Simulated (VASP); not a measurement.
Input of a VASP 6.6.1 run:

File INCAR:

```
SYSTEM = Ga16HO24
PREC = Accurate ; ENCUT = 520
EDIFF = 1E-6 ; ISMEAR = -1
SIGMA = 0.01 ; LREAL = Auto
LASPH = .True. ; NELM = 100
ALGO = Normal ; ISIF = 2
LWAVE = .False. ; LCHARG = .True.
GGA = PE ; LELF = .True.
LVHAR = .True. ; NELECT = 354.0
NBANDS = 202
```

The input KPOINTS:

```
regular mesh
0
Gamma
  1 1 1
  0 0 0
```

File POSCAR:

```
Ga16HO24
1.0
    2.5289754500      1.4601046700      4.5413080100
   -5.0579508900      2.9202093400      9.0826160100
    0.0000000000     -5.8404185800      9.0826160400
Ga O H
16 24 1
Direct
    0.8473122743      0.4280656312      0.4267856540
    0.6343108788      0.3208919334      0.3170469500
    0.1527891404      0.0692596652      0.0739133424
    0.3656116463      0.1762895483      0.1838410455
    0.8590030769      0.4305395090      0.9235139272
    0.6446737276      0.3207822823      0.8208917685
    0.1410742462      0.0668712118      0.5771584788
    0.3555859646      0.1765062956      0.6798110454
    0.8582953974      0.9258021856      0.4280810139
    0.6435497536      0.8205007557      0.3210353753
    0.1418484723      0.5716388646      0.0725909903
    0.3565635998      0.6768380446      0.1797888186
    0.8571642546      0.9289804228      0.9273691199
    0.6443856502      0.8238190881      0.8204550114
    0.1429460240      0.5683024703      0.5734106713
    0.3557766002      0.6734617163      0.6802992312
    0.7677834033      0.2075989666      0.0264653247
    0.4528182537      0.0085333464      0.3888867165
    0.0294627489      0.3753584426      0.2285443944
    0.2321948952      0.2894530258      0.4743259824
    0.9706801335      0.1219563497      0.2722191305
    0.5474159747      0.4888138724      0.1118350419
    0.7531903361      0.2104731525      0.5339133403
    0.4511790096      0.0210643878      0.8790816841
    0.0524360362      0.3692695894      0.7305222300
    0.2469284312      0.2867730375      0.9667702033
    0.9476823711      0.1279821542      0.7702037236
    0.5489339797      0.4761601310      0.6216582389
    0.7484628525      0.7165752017      0.0361432490
    0.4434410112      0.5195260863      0.3806987788
    0.0524999566      0.8688550357      0.2293666120
    0.2514399492      0.7807735869      0.4646012829
    0.9476292194      0.6284596471      0.2713991400
    0.5566206420      0.9776868234      0.1200613590
    0.7496272807      0.7091927280      0.5385745008
    0.4477287844      0.5186309952      0.8806319093
    0.0526346367      0.8667177281      0.7300071433
    0.2506214252      0.7879537619      0.9621061182
    0.9475314405      0.6305606402      0.7706975263
    0.5524777925      0.9786085080      0.6200855402
   -0.4998396389      0.2487372558      0.2502429657
```

Potentials or basis: VASP PAW PBE potentials, release 64 (Ga_d, O, H).

Run with:

```bash
$ cat potpaw_PBE.64/Ga_d/POTCAR potpaw_PBE.64/O/POTCAR potpaw_PBE.64/H/POTCAR > POTCAR
$ mpirun -np 1 vasp_gam > vasp.out
```

(1) Predict the largest force.

Answers

(1) 0.025 eV/Å.

Caveat: the k points lie up to 1.51 Å⁻¹ apart; the cell carries a net charge on a neutralising background, which shifts energy and pressure.
